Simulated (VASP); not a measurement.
Wanted: the native input for a VASP 6.6.1 run.

| Quantity | Value |
| --- | --- |
| Task | single point |
| Functional | PBE |
| Potentials or basis | VASP PAW PBE potentials, release 64 (Rh_pv) |
| Cutoff | 520 eV |
| k mesh | 21 × 21 × 12 |
| Occupations | gaussian, width 0.15 eV |
| Spin | no spin polarisation |
| Dipole correction | no |
| Further INCAR settings | ALGO = Fast; EDIFF = 1e-06; NBANDS = 22 |

The structure of Rh lies in POSCAR:

```
Rh
1.0
    2.8077053556      0.0000000000      0.0000000000
   -1.4038526778      2.4315441643      0.0000000000
    0.0000000000      0.0000000000      4.2539543843
Rh
2
Direct
    0.6666666667      0.3333333333      0.7500000000
    0.3333333333      0.6666666667      0.2500000000
```

This isn't the form of Rh at room conditions, which is fcc.

One way to write it, as run:

INCAR

```
ALGO = Fast
EDIFF = 1E-6
ENCUT = 520
GGA = PE
ISIF = 2
ISMEAR = 0
LASPH = True
LCHARG = True
LELF = True
LREAL = False
LVHAR = True
LWAVE = False
NBANDS = 22
NELM = 60
PREC = Accurate
SIGMA = 0.15
```

KPOINTS

```
k-points
0
Gamma
  21 21 12
```

Potentials or basis: VASP PAW PBE potentials, release 64 (Rh_pv).

Launch:

```sh
$ cat potpaw_PBE.64/Rh_pv/POTCAR > POTCAR
$ mpirun -np 1 vasp_std > vasp.out
```

It gave:

| Item | Value |
| --- | --- |
| Pressure | -5.5 GPa |
| Band gap on the k mesh | zero (bands 15 and 16 overlap by 1.99 eV) |

Caveat: the cell stands under tension.

Wall time 64 s on 1 thread of Intel(R) Xeon(R) 6975P-C (Granite Rapids), with other jobs on the host, peak memory 0.27 GiB.
